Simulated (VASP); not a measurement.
# SiC12 in VASP: single point with PBE+D3(BJ)

Aim: the single point of SiC12 with PBE+D3(BJ).

Everything below comes from runs of VASP 6.6.1. Logs are shortened: lines on timing, memory, paths and dates and some standing lists are left out, and cuts for length are marked.

## (1) The cell of the first run

The cell holds a slab with vacuum, 13 atoms: a = 4.931 Å, b = 3.612 Å, c = 22.336 Å, α = 90.00°, β = 90.00°, γ = 109.96°.

## (2) Single point, PBE+D3(BJ), collinear spin

Contents of INCAR:

```
SYSTEM = SiC12
PREC = Accurate
ENCUT = 520
EDIFF = 1E-6
ISMEAR = 0
SIGMA = 0.05
LREAL = .False.
LASPH = .True.
NELM = 150
ALGO = Normal
ISIF = 2
LWAVE = .False.
LCHARG = .False.
ISPIN = 2
MAGMOM = 0 0 0 0 0 0 0 0 0 0 0 0 2
LORBIT = 11
LDIPOL = .True.
IDIPOL = 3
DIPOL = 0.5 0.5 0.309
GGA = PE
IVDW = 12
NBANDS = 42
KPAR = 4
```

Contents of KPOINTS:

```
regular mesh
0
Gamma
  6 8 1
  0 0 0
```

Contents of POSCAR:

```
SiC12
1.0
    4.9311586499      0.0000000000      0.0000000000
   -1.2327896625      3.3947778379      0.0000000000
    0.0000000000      0.0000000000     22.3359273566
C Si
12 1
Direct
    0.2500000000      0.0000000000      0.1790836770
    0.7500000000      0.0000000000      0.1790836770
    0.0000000000      0.0000000000      0.2109204464
    0.5000000000      0.0000000000      0.2109204464
    0.0000000000      0.0000000000      0.2746309355
    0.5000000000      0.0000000000      0.2746309355
    0.2500000000      0.0000000000      0.3057016522
    0.7500000000      0.0000000000      0.3057016522
    0.2500000000      0.0000000000      0.3723849422
    0.7500000000      0.0000000000      0.3723849422
    0.0000000000      0.0000000000      0.4000696821
    0.5000000000      0.0000000000      0.4000696821
    0.0833333333      0.5000000000      0.5254282560
```

Potentials or basis: VASP PAW PBE potentials, release 64 (C, Si).

On the command line:

```sh
$ cat potpaw_PBE.64/C/POTCAR potpaw_PBE.64/Si/POTCAR > POTCAR
$ mpirun -np 4 vasp_std > vasp.out
```

OUTCAR:

```text
SYSTEM = SiC12
   PREC = Accurate
   ENCUT = 520
   EDIFF = 1E-6
   ISMEAR = 0
   LREAL = .False.
   LASPH = .True.
   NELM = 150
   ISIF = 2
   ISPIN = 2
   LORBIT = 11
   GGA = PE
   IVDW = 12
 IVDW          = 12

 ion  position               nearest neighbor table
   1  0.250  0.000  0.179-   3 1.42   4 1.42
   2  0.750  0.000  0.179-   3 1.42   4 1.42
   3  0.000  0.000  0.211-   5 1.42   2 1.42   1 1.42
   4  0.500  0.000  0.211-   6 1.42   2 1.42   1 1.42
   5  0.000  0.000  0.275-   7 1.41   8 1.41   3 1.42
   6  0.500  0.000  0.275-   7 1.41   8 1.41   4 1.42
   7  0.250  0.000  0.306-   5 1.41   6 1.41   9 1.49
   8  0.750  0.000  0.306-   5 1.41   6 1.41  10 1.49
   9  0.250  0.000  0.372-  11 1.38  12 1.38   7 1.49
  10  0.750  0.000  0.372-  11 1.38  12 1.38   8 1.49
  11  0.000  0.000  0.400-   9 1.38  10 1.38
  12  0.500  0.000  0.400-   9 1.38  10 1.38
  13  0.083  0.500  0.525-

  Warning from LATTYP: Monoclinic adjustment (A1->A3, A2->A1, A3->A2)!
  LATTYP: Found a simple monoclinic cell.
 ALAT       =     3.6116875447
 B/A-ratio  =     6.1843465361
 C/A-ratio  =     1.3653336810
 COS(beta)  =    -0.3413334202

  Lattice vectors:

 A1 = (  -1.2327896625,   3.3947778379,   0.0000000000)
 A2 = (   0.0000000000,   0.0000000000,  22.3359273566)
 A3 = (   4.9311586499,   0.0000000000,   0.0000000000)

Analysis of symmetry for initial positions (statically):
=====================================================================
 Subroutine PRICEL returns:
 Original cell was already a primitive cell.

 Routine SETGRP: Setting up the symmetry group for a
 simple monoclinic supercell.

 Subroutine GETGRP returns: Found  1 space group operations
 (whereof  1 operations were pure point group operations)
 out of a pool of  4 trial point group operations.

The static configuration has the point symmetry C_1 .

Analysis of symmetry for dynamics (positions and initial velocities):
=====================================================================
 Subroutine PRICEL returns:
 Original cell was already a primitive cell.

 Routine SETGRP: Setting up the symmetry group for a
 simple monoclinic supercell.

 Subroutine GETGRP returns: Found  1 space group operations
 (whereof  1 operations were pure point group operations)
[... 206 lines left out ...]
      3     -16.8891      1.00000
      4     -16.6391      1.00000
      5     -16.5648      1.00000
      6     -14.9860      1.00000
[... 973 lines left out ...]
     37       4.4405      0.00000
     38       5.0076      0.00000

 [... further k-points ...]

 spin component 2

 k-point     1 :       0.0000    0.0000    0.0000
  band No.  band energies     occupation
      1     -20.9351      1.00000
      2     -19.2728      1.00000
      3     -16.9071      1.00000
      4     -16.6460      1.00000
      5     -16.5787      1.00000
      6     -15.0319      1.00000
[... 973 lines left out ...]
     37       4.4204      0.00000
     38       5.0381      0.00000

 [... further k-points ...]

 [bands above 38 left out]

------------------------ aborting loop because EDIFF is reached ----------------------------------------

 vacuum level on the upper side and lower side of the slab       (xc-potential included)        -1.380         1.387

 Edisp (eV)   -1.68997

 E8    (eV) :    -0.5194

  FORCE on cell =-STRESS in cart. coord.  units (eV):
  Direction    XX          YY          ZZ          XY          YZ          ZX
  --------------------------------------------------------------------------------------
  -------------------------------------------------------------------------------------
  Total      -0.74375    -4.87819    -3.36184     0.54315    -0.09940     0.42304
  in kB      -3.18695   -20.90282   -14.40535     2.32736    -0.42592     1.81269
  external pressure =      -12.83 kB  Pullay stress =        0.00 kB

 VOLUME and BASIS-vectors are now :
 -----------------------------------------------------------------------------
  energy-cutoff  :      520.00
  volume of cell :      373.91
      direct lattice vectors                 reciprocal lattice vectors
     4.931158650  0.000000000  0.000000000     0.202792096  0.073642522  0.000000000
    -1.232789663  3.394777838  0.000000000     0.000000000  0.294570086  0.000000000
     0.000000000  0.000000000 22.335927357     0.000000000  0.000000000  0.044770919

 POSITION                                       TOTAL-FORCE (eV/Angst)
 -----------------------------------------------------------------------------------
      1.23279      0.00000      4.00000         0.080262     -0.032742      1.995721
      3.69837      0.00000      4.00000        -0.080260      0.036533      1.985587
      0.00000      0.00000      4.71110        -0.010487     -0.019042     -3.547382
      2.46558      0.00000      4.71110         0.010646      0.018348     -3.351289
      0.00000      0.00000      6.13414        -0.006299      0.015337      1.293087
      2.46558      0.00000      6.13414         0.009930     -0.019161      1.296826
      1.23279      0.00000      6.82813         0.023813      0.041870      0.418646
      3.69837      0.00000      6.82813        -0.041074     -0.045684      0.397630
      1.23279      0.00000      8.31756         0.144668      0.072218     -1.051070
      3.69837      0.00000      8.31756        -0.140698     -0.050871     -0.928754
      0.00000      0.00000      8.93593         0.042777      0.299251      1.873138
      2.46558      0.00000      8.93593        -0.176076     -0.284150      1.413366
     -0.20546      1.69739     11.73593         0.142797     -0.031909     -1.795506
 -----------------------------------------------------------------------------------
    total drift:                               -0.000031     -0.000013      0.000183

  FREE ENERGIE OF THE ION-ELECTRON SYSTEM (eV)
  ---------------------------------------------------
  free  energy   TOTEN  =      -102.4248810368 eV

  energy  without entropy=     -102.4107973226  energy(sigma->0) =     -102.41783918

 vacuum level on the upper side and lower side of the slab         1.719         4.664

 total charge

# of ion       s       p       d       tot
------------------------------------------
    1        0.917   1.514   0.000   2.430
    2        0.917   1.514   0.000   2.431
    3        0.866   1.771   0.000   2.637
    4        0.866   1.772   0.000   2.638
    5        0.873   1.774   0.000   2.648
    6        0.872   1.778   0.000   2.650
    7        0.867   1.745   0.000   2.612
    8        0.867   1.745   0.000   2.612
    9        0.871   1.785   0.000   2.656
   10        0.870   1.785   0.000   2.656
   11        0.901   1.602   0.000   2.503
   12        0.904   1.604   0.000   2.508
   13        0.960   0.459   0.000   1.420
--------------------------------------------------
tot         11.550  20.849   0.000  32.399

 magnetization (x)

# of ion       s       p       d       tot
------------------------------------------
    1        0.000   0.000   0.000   0.001
    2        0.000  -0.000   0.000  -0.000
    3       -0.000  -0.000   0.000  -0.001
    4       -0.000  -0.000   0.000  -0.000
    5       -0.000   0.001   0.000   0.001
    6       -0.000   0.001   0.000   0.001
    7       -0.002  -0.008   0.000  -0.010
    8       -0.001  -0.007   0.000  -0.008
    9       -0.001   0.001   0.000   0.001
   10       -0.000   0.002   0.000   0.001
   11       -0.009  -0.053   0.000  -0.062
   12       -0.005  -0.032   0.000  -0.037
   13       -0.000   0.010   0.000   0.009
--------------------------------------------------
tot         -0.019  -0.085   0.000  -0.104
```

stdout:

```text
POSCAR found type information on POSCAR C Si
 POSCAR found :  2 types and      13 ions
 scaLAPACK will be used
 LDA part: xc-table for (Slater+PW92), standard interpolation
 POSCAR, INCAR and KPOINTS ok, starting setup
 FFT: planning ... GRIDC
 FFT: planning ... GRID_SOFT
 FFT: planning ... GRID
 WAVECAR not read
 entering main loop
```

Run time: 30 min. Hardware: 4 MPI ranks of Oxide Virtual Turin-like, shared host; peak memory 0.99 GiB.

What came out:

```
Free energy                                           : -102.4249 eV
Largest force                                         : 3.547 eV/Å
Net moment                                            : -0.16 μB per cell
Site moments                                          : C +0.00, -0.00, -0.01, -0.06, -0.04 (each value once); Si +0.01 μB
Valence electrons inside the program's atomic spheres : C 2.43, 2.64, 2.65, 2.61, 2.66, 2.50, 2.51 (each value once); Si 1.42
Dispersion energy per atom                            : -0.130 eV
```

Forces in eV/Å, atoms in the order of the input:
```
C    0.080 -0.033  1.996
C   -0.080  0.037  1.986
C   -0.010 -0.019 -3.547
C    0.011  0.018 -3.351
C   -0.006  0.015  1.293
C    0.010 -0.019  1.297
C    0.024  0.042  0.419
C   -0.041 -0.046  0.398
C    0.145  0.072 -1.051
C   -0.141 -0.051 -0.929
C    0.043  0.299  1.873
C   -0.176 -0.284  1.413
Si   0.143 -0.032 -1.796
```
